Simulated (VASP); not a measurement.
A run of VASP 6.6.1 is set up as follows.

INCAR

```
PREC     = Accurate       # precision mode
ENCUT    = 520            # plane-wave cutoff, eV
EDIFF    = 1E-7           # SCF threshold, eV
ISMEAR   = -1             # smearing method
SIGMA    = 0.1            # smearing width, eV
LREAL    = F              # projectors in reciprocal space
LASPH    = T              # aspherical terms in the spheres
NELM     = 60             # most SCF steps
ALGO     = Normal         # electronic algorithm
ISIF     = 2              # what is computed and relaxed
LWAVE    = F              # write WAVECAR
LCHARG   = F              # write CHGCAR
GGA      = PE             # functional
IBRION   = 2              # ionic algorithm
NSW      = 45             # ionic steps
EDIFFG   = -0.08          # ionic threshold
```

File KPOINTS:

```
regular mesh
0
Gamma
  2 2 2
```

The input POSCAR:

```
Mg12B
1.0
    6.4070000000      0.0000000000      0.0000000000
   -4.8052500000      8.3229370000      0.0000000000
    0.0000000000      0.0000000000      5.2015000000
Mg B
12 1
Direct
    0.1666667000      0.2222222000      0.2500000000
    0.3333333000      0.1111111000      0.7500000000
    0.1666667000      0.5555556000      0.2500000000
    0.3333333000      0.4444444000      0.7500000000
    0.1666667000      0.8888889000      0.2500000000
    0.3333333000      0.7777778000      0.7500000000
    0.6666667000      0.2222222000      0.2500000000
    0.8333333000      0.1111111000      0.7500000000
    0.6666667000      0.5555556000      0.2500000000
    0.8333333000      0.4444444000      0.7500000000
    0.6666667000      0.8888889000      0.2500000000
    0.8333333000      0.7777778000      0.7500000000
    0.0066947000      0.6641140000      0.4934019000
```

Potentials or basis: VASP PAW PBE potentials, release 64 (Mg, B).

The run is started by

```console
$ cat potpaw_PBE.64/Mg/POTCAR potpaw_PBE.64/B/POTCAR > POTCAR
$ mpirun -np 1 vasp_std > vasp.out
```

Question: What does it give for the energy gained by relaxing?

Answer: 10.4 meV/atom.

Final structure:
```
Mg B
1.0
     6.40700    0.00000    0.00000
    -4.80525    8.32294    0.00000
     0.00000    0.00000    5.20150
Mg B
12 1
Cartesian
  -0.0083 1.8342 1.2886
  1.5991 0.9633 3.9105
  -1.5665 4.5825 1.2655
  0.0164 3.6242 3.9405
  -3.1929 7.4538 1.2767
  -1.5782 6.5241 3.9410
  3.2068 1.8110 1.2912
  4.8182 0.9368 3.9145
  1.5887 4.5730 1.2565
  3.1962 3.6423 3.9202
  -0.0131 7.4708 1.2548
  1.5832 6.5055 3.9242
  -3.1874 5.5434 2.5911
```

Caveat: the k points lie up to 0.60 Å⁻¹ apart.
